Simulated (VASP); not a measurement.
# CaH (P6_3/mmc) in VASP: notebook, part 2 of 2

VASP 6.6.1. Earlier steps stand in the parts before.

## Step 3: Single point, PBE

File INCAR:

```
SYSTEM = CaH
PREC = Accurate
ENCUT = 520
EDIFF = 1E-6
ISMEAR = 0
SIGMA = 0.1
LREAL = .False.
LASPH = .True.
NELM = 100
ALGO = Normal
ISIF = 2
LWAVE = .False.
LCHARG = .True.
GGA = PE
LELF = .True.
LVHAR = .True.
NBANDS = 19
```

File KPOINTS:

```
Automatic mesh
0
Gamma
  15 15 8
  0 0 0
```

File POSCAR:

```
CaH
1.0
    3.7157498310      0.0000000000      0.0000000000
   -1.8578749155      3.2179337477      0.0000000000
    0.0000000000      0.0000000000      5.7979428563
Ca H
2 2
Direct
    0.3333333333      0.6666666667      0.7500000000
    0.6666666667      0.3333333333      0.2500000000
    0.0000000000      0.0000000000      0.0000000000
    0.0000000000      0.0000000000      0.5000000000
```

Potentials or basis: VASP PAW PBE potentials, release 64 (Ca_sv, H).

Run with:

```sh
$ cat potpaw_PBE.64/Ca_sv/POTCAR potpaw_PBE.64/H/POTCAR > POTCAR
$ mpirun -np 1 vasp_std > vasp.out
```

OUTCAR:

```text
SYSTEM = CaH
   PREC = Accurate
   ENCUT = 520
   EDIFF = 1E-6
   ISMEAR = 0
   LREAL = .False.
   LASPH = .True.
   NELM = 100
   ISIF = 2
   GGA = PE

 ion  position               nearest neighbor table
   1  0.333  0.667  0.750-
   2  0.667  0.333  0.250-
   3  0.000  0.000  0.000-
   4  0.000  0.000  0.500-

  LATTYP: Found a hexagonal cell.
 ALAT       =     3.7157498310
 C/A-ratio  =     1.5603695405

  Lattice vectors:

 A1 = (   3.7157498310,   0.0000000000,   0.0000000000)
 A2 = (  -1.8578749155,   3.2179337477,   0.0000000000)
 A3 = (   0.0000000000,   0.0000000000,   5.7979428563)

Analysis of symmetry for initial positions (statically):
=====================================================================
 Subroutine PRICEL returns:
 Original cell was already a primitive cell.

 Routine SETGRP: Setting up the symmetry group for a
 hexagonal supercell.

 Subroutine GETGRP returns: Found 24 space group operations
 (whereof 12 operations were pure point group operations)
 out of a pool of 24 trial point group operations.

The static configuration has the point symmetry D_3d.
 The point group associated with its full space group is D_6h.

Analysis of symmetry for dynamics (positions and initial velocities):
=====================================================================
 Subroutine PRICEL returns:
 Original cell was already a primitive cell.

 Routine SETGRP: Setting up the symmetry group for a
 hexagonal supercell.

 Subroutine GETGRP returns: Found 24 space group operations
 (whereof 12 operations were pure point group operations)
 out of a pool of 24 trial point group operations.

The dynamic configuration has the point symmetry D_3d.
 The point group associated with its full space group is D_6h.

 Subroutine INISYM returns: Found 24 space group operations
 (whereof 12 operations are pure point group operations),
 and found     1 'primitive' translations

[... 119 lines left out ...]
  volume/ion in A,a.u.               =      17.33       116.96
  Fermi-wavevector in a.u.,A,eV,Ry     =   1.116649  2.110160 16.965163  1.246904
  Thomas-Fermi vector in A             =   2.253265
   LORBIT       =      0    0 simple, 1 ext, 2 COOP (PROOUT), +10 PAW based schemes
   GGA     = PE    functional components
   LHFCALC =     F    Hartree Fock is set to
   AEXX    =    0.0000 exact exchange contribution
   IVDW    =     0    specifies the selected vdW correction
   LEPSILON=     F    determine dielectric tensor
   LRPA    =     F    only Hartree local field effects (RPA)
 non-spin polarized calculation
 Gauss-broadening in eV      SIGMA  =   0.10
  energy-cutoff  :      520.00
  volume of cell :       69.33
 maximum number of plane-waves:      1886
 NGX is ok and might be reduce to    28
   NGX = 13   NGY = 13   NGZ = 21

 number of electron      22.0000001 magnetization

 Free energy of the ion-electron system (eV)
  ---------------------------------------------------
  ext. energy  EPLUGINS =         0.00000000
  ---------------------------------------------------
  free energy    TOTEN  =       -11.56686407 eV

  energy without entropy =      -11.55196571  energy(sigma->0) =      -11.55941489

 E-fermi :   3.3160     XC(G=0):  -8.8367

 val. band max:        3.3099919774   @ k =   0.3333   0.0000   0.0000
 cond. band min:       3.3193239287   @ k =   0.2667   0.2667   0.5000
 fundamental gap:      0.0093319512
 Fermi energy:         3.3160345063

 k-point     1 :       0.0000    0.0000    0.0000
  band No.  band energies     occupation
      1     -38.2603      2.00000
      2     -38.2184      2.00000
      3     -19.4843      2.00000
      4     -19.1828      2.00000
      5     -19.1828      2.00000
      6     -19.1572      2.00000
[... 505 lines left out ...]
      6     -19.2773      2.00000
[... 11 lines left out ...]
     18       7.9840      0.00000
     19       8.1041      0.00000

 [... further k-points ...]

------------------------ aborting loop because EDIFF is reached ----------------------------------------

  FORCE on cell =-STRESS in cart. coord.  units (eV):
  Direction    XX          YY          ZZ          XY          YZ          ZX
  --------------------------------------------------------------------------------------
  -------------------------------------------------------------------------------------
  Total        0.0167589      0.0167589      0.0088144      0.0000000     -0.0000000      0.0000000
  in kB        0.3873095      0.3873095      0.2037069      0.0000000     -0.0000000      0.0000000
  external PRESSURE =       0.3261086 kB  Pullay stress =       0.0000000 kB

 VOLUME and BASIS-vectors are now :
 -----------------------------------------------------------------------------
  energy-cutoff  :      520.00
  volume of cell :       69.33
      direct lattice vectors                 reciprocal lattice vectors
     3.715749831  0.000000000  0.000000000     0.269124684  0.155379209  0.000000000
    -1.857874916  3.217933748  0.000000000     0.000000000  0.310758418  0.000000000
     0.000000000  0.000000000  5.797942856     0.000000000  0.000000000  0.172474967

 POSITION                                       TOTAL-FORCE (eV/Angst)
 -----------------------------------------------------------------------------------
     -0.00000      2.14529      4.34846         0.000000     -0.000000      0.000000
      1.85787      1.07264      1.44949        -0.000000      0.000000      0.000000
      0.00000      0.00000      0.00000        -0.000000      0.000000      0.000000
      0.00000      0.00000      2.89897        -0.000000      0.000000      0.000000
 -----------------------------------------------------------------------------------
    total drift:                               -0.000000      0.000000     -0.000000

  FREE ENERGIE OF THE ION-ELECTRON SYSTEM (eV)
  ---------------------------------------------------
  free  energy   TOTEN  =       -11.5668640689 eV

  energy  without entropy=      -11.5519657098  energy(sigma->0) =      -11.55941489
```

OSZICAR:

```text
N       E                     dE             d eps       ncg     rms          rms(c)
DAV:   1     0.177860067924E+03    0.17786E+03   -0.10717E+04  5130   0.107E+03
DAV:   2    -0.153599086042E+01   -0.17940E+03   -0.17678E+03  5443   0.320E+02
DAV:   3    -0.117199479684E+02   -0.10184E+02   -0.10032E+02  9712   0.571E+01
DAV:   4    -0.120320792982E+02   -0.31213E+00   -0.31127E+00  6617   0.106E+01
DAV:   5    -0.120455480464E+02   -0.13469E-01   -0.13459E-01  8589   0.140E+00    0.522E+00
DAV:   6    -0.116640890907E+02    0.38146E+00   -0.40549E-01  5965   0.231E+00    0.284E+00
DAV:   7    -0.115622575817E+02    0.10183E+00   -0.45492E-01  5882   0.269E+00    0.576E-01
DAV:   8    -0.115674490891E+02   -0.51915E-02   -0.77003E-02  7893   0.981E-01    0.180E-01
DAV:   9    -0.115667227447E+02    0.72634E-03   -0.29521E-03  6551   0.216E-01    0.777E-02
DAV:  10    -0.115668527360E+02   -0.12999E-03   -0.22816E-04  7400   0.895E-02    0.318E-02
DAV:  11    -0.115668665744E+02   -0.13838E-04   -0.82148E-05  6289   0.517E-02    0.132E-02
DAV:  12    -0.115668652305E+02    0.13439E-05   -0.70094E-06  6203   0.145E-02    0.423E-03
DAV:  13    -0.115668636983E+02    0.15322E-05   -0.10039E-06  4251   0.975E-03    0.310E-03
DAV:  14    -0.115668640689E+02   -0.37056E-06   -0.12780E-07  3915   0.341E-03
   1 F= -.11566864E+02 E0= -.11559415E+02  d E =-.148984E-01
```

It took 2.2 min on 1 thread of AMD EPYC 7R13 (Zen 3), shared host; peak memory 0.26 GiB.

Results:

```
Free energy            : -11.5669 eV
Pressure               : 0.0 GPa
Band gap on the k mesh : zero (band 11 reaches 4.37 eV, above the bottom of band 12 at 2.80 eV)
```
